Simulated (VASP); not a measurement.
Wanted: the native input for a VASP 6.6.1 run.

| Item | Value |
| --- | --- |
| Task | single point |
| Functional | PBE |
| Potentials or basis | VASP PAW PBE potentials, release 64 (Al, O) |
| Cutoff | 520 eV |
| k mesh | 6 × 4 × 8 |
| Occupations | gaussian, width 0.05 eV |
| Spin | no spin polarisation |
| Dipole correction | no |
| Further INCAR settings | ALGO = Normal; EDIFF = 1e-06; NBANDS = 35 |

The structure of Al2O3 lies in POSCAR:

```
Al2O3
1.0
    4.7121766311      0.0000000000      0.0000000000
    0.0000000000      9.7035371733      0.0000000000
    0.0000000000      0.0000000000      3.0257116887
Al O
4 6
Direct
    0.4448157046      0.3286006578      0.5000000000
    0.5551842954      0.6713993422      0.5000000000
    0.9448157046      0.1713993422      0.0000000000
    0.0551842954      0.8286006578      0.0000000000
    0.7722242025      0.2304731514      0.5000000000
    0.0000000000      0.0000000000      0.0000000000
    0.7277757975      0.7304731514      0.0000000000
    0.2722242025      0.2695268486      0.0000000000
    0.2277757975      0.7695268486      0.5000000000
    0.5000000000      0.5000000000      0.5000000000
```

The input as run:

INCAR

```
  PREC = Accurate
  ENCUT = 520
  EDIFF = 1E-6
  ISMEAR = 0
  SIGMA = 0.05
  LREAL = F
  LASPH = T
  NELM = 60
  ALGO = Normal
  ISIF = 2
  LWAVE = F
  LCHARG = F
  GGA = PE
  NBANDS = 35
```

KPOINTS

```
regular mesh
0
Gamma
  6 4 8
```

Potentials or basis: VASP PAW PBE potentials, release 64 (Al, O).

The run is started by

```sh
$ cat potpaw_PBE.64/Al/POTCAR potpaw_PBE.64/O/POTCAR > POTCAR
$ mpirun -np 1 vasp_std > vasp.out
```

Results of the run:

The pressure is 0.6 GPa and the largest force is 0.015 eV/Å. The band gap on the k mesh is 3.42 eV.

Run time: 4.6 min on 1 thread of Intel Xeon 8259CL, on a shared host, peak memory 0.36 GiB.
